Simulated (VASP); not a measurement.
## NaCl3: single point with r2SCAN

NaCl3:

```
Na Cl
1.0
     5.52700    0.00000    0.00000
     0.00000    5.52700    0.00000
     0.00000    0.00000    5.52700
Na Cl
2 6
Direct
  0.50000 0.50000 0.50000
  0.00000 0.00000 0.00000
  0.50000 0.00000 0.75000
  0.00000 0.25000 0.50000
  0.00000 0.75000 0.50000
  0.25000 0.50000 0.00000
  0.50000 0.00000 0.25000
  0.75000 0.50000 0.00000
```

| Quantity | Value |
| --- | --- |
| Program | VASP 6.6.1 |
| Task | single point |
| Functional | r2SCAN |
| Potentials or basis | VASP PAW PBE potentials, release 64 (Na_pv, Cl) |
| Cutoff | 520 eV |
| k mesh | 6 × 6 × 6 |
| Occupations | fermi-dirac, width 0.1 eV |
| Spin | no spin polarisation |

| Property | Result |
| --- | --- |
| Pressure | -1.0 GPa |
| Band gap on the k mesh | zero (bands 28 and 29 overlap by 2.26 eV) |

Levels at points of the mesh, in eV from the Fermi level:
```
           k point  band 25  band 26  band 27  band 28  band 29  band 30  band 31  band 32
(0.00, 0.00, 0.00)    -0.40    -0.40    -0.40     1.59     1.59     1.59     6.74     7.74
(0.50, 0.00, 0.00)    -0.70    -0.70    -0.22    -0.22     1.57     1.57     7.57     7.57
(0.50, 0.50, 0.00)    -0.62    -0.62    -0.21    -0.21    -0.06     1.57     8.40     8.40
(0.50, 0.50, 0.50)    -0.88    -0.88    -0.68    -0.68    -0.68    -0.68     9.62     9.62
```

Run time: 9 min on 1 thread of Intel Xeon 8259CL, with other jobs on the host, peak memory 0.33 GiB.

Caveat: the PAW data sets were made with another functional, which shifts forces and pressure a little.
